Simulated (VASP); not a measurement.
The system is Zr2Cl.

```xyz
6
Lattice="0.0000 4.1663 4.1663 4.1663 0.0000 4.1663 4.1663 4.1663 0.0000" Properties=species:S:1:pos:R:3 pbc="T T T"
Zr    1.0416    1.0416    1.0416
Zr    3.1247    3.1247    1.0416
Zr    3.1247    1.0416    3.1247
Zr    1.0416    3.1247    3.1247
Cl    0.0000    0.0000    0.0000
Cl    2.0831    2.0831    2.0831
```

The cell was built from a structure type or drawn by symmetry, and may not be a known phase.

| Quantity | Value |
| --- | --- |
| Program | VASP 6.6.1 |
| Task | relaxation of cell and atoms |
| Functional | PBE |
| Potentials or basis | VASP PAW PBE potentials, release 64 (Zr_sv, Cl) |
| Cutoff | 600 eV |
| k mesh | 4 × 4 × 4 |
| Occupations | gaussian, width 0.1 eV |
| Spin | no spin polarisation |

At the start: pressure 119.2 GPa; volume 24.11 Å³/atom.

How do energy, volume and symmetry change on relaxing?

Over 7 steps the energy falls by 5828.8 meV/atom and the volume is 54.05 Å³/atom (+124.2 %); space group Fd-3m (No. 227, to 0.1 Å) before and after.

Step by step:
| step | energy change (eV) | largest force (eV/Å) | pressure (GPa) | volume (Å³) |
| --- | --- | --- | --- | --- |
| 1 | 0.0000 | 0.0000 | 119.22 | 144.64 |
| 2 | -15.8907 | 0.0000 | -9.43 | 938.83 |
| 3 | -33.7185 | 0.0000 | -3.77 | 407.44 |
| 4 | -34.3384 | 0.0000 | -3.12 | 378.93 |
| 5 | -34.7677 | 0.0000 | 2.84 | 298.47 |
| 6 | -34.9597 | 0.0000 | -0.60 | 330.48 |
| 7 | -34.9729 | 0.0000 | -0.07 | 324.28 |

Final structure:
```cif
data_structure
_symmetry_space_group_name_H-M 'P 1'
_symmetry_Int_Tables_number 1
_cell_length_a 7.7116
_cell_length_b 7.7116
_cell_length_c 7.7116
_cell_angle_alpha 60.000
_cell_angle_beta 60.000
_cell_angle_gamma 60.000
_cell_volume 324.28
loop_
_atom_site_label
_atom_site_type_symbol
_atom_site_fract_x
_atom_site_fract_y
_atom_site_fract_z
_atom_site_occupancy
Zr1 Zr 0.12500 0.12500 0.12500 1
Zr2 Zr 0.12500 0.12500 0.62500 1
Zr3 Zr 0.12500 0.62500 0.12500 1
Zr4 Zr 0.62500 0.12500 0.12500 1
Cl1 Cl 0.00000 0.00000 0.00000 1
Cl2 Cl 0.25000 0.25000 0.25000 1
```

Caveat: the volume moved by over 15 % at a fixed basis, so the end points are rough.
